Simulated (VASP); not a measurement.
Input of a VASP 6.6.1 run:

INCAR

```
ALGO     = Normal         # electronic algorithm
DIPOL    = 0.5 0.5 0.500
EDIFF    = 1E-6           # SCF threshold, eV
ENCUT    = 400            # plane-wave cutoff, eV
GGA      = PE             # functional
GGA_COMPAT= False        
IDIPOL   = 3            
ISIF     = 2              # what is computed and relaxed
ISMEAR   = 0              # smearing method
IVDW     = 12             # dispersion correction
LASPH    = True           # aspherical terms in the spheres
LCHARG   = True           # write CHGCAR
LDIPOL   = True         
LELF     = True           # ELF
LREAL    = False          # projectors in reciprocal space
LVACPOTAV= True         
LVHAR    = True         
LWAVE    = False          # write WAVECAR
NBANDS   = 19             # bands
NELM     = 120            # most SCF steps
NELMDL   = -8           
PREC     = Accurate       # precision mode
SIGMA    = 0.02           # smearing width, eV
```

File KPOINTS:

```
k-points
0
Gamma
  9 9 1
```

The input POSCAR:

```
ZrS2
1.0
    3.6490000000      0.0000000000      0.0000000000
   -1.8245000000      3.1601266984      0.0000000000
    0.0000000000      0.0000000000     31.8416303012
S Zr
2 1
Direct
    0.6666666667      0.3333333333      0.4541951845
    0.3333333333      0.6666666667      0.5458048155
    0.0000000000      0.0000000000      0.5000000000
```

Potentials or basis: VASP PAW PBE potentials, release 64 (S, Zr_sv).

The run is started by

```console
$ cat potpaw_PBE.64/S/POTCAR potpaw_PBE.64/Zr_sv/POTCAR > POTCAR
$ mpirun -np 1 vasp_std > vasp.out
```

Problem. What does it give for the band gap on the k mesh?

Solution. 1.13 eV (least direct gap 1.69 eV).

Problem. What does it give for the dispersion energy per atom?

Solution. -0.246 eV.

Forces in eV/Å, atoms in the order of the input:
```
S    0.000  0.000 -0.008
S    0.000  0.000  0.008
Zr   0.000  0.000  0.000
```
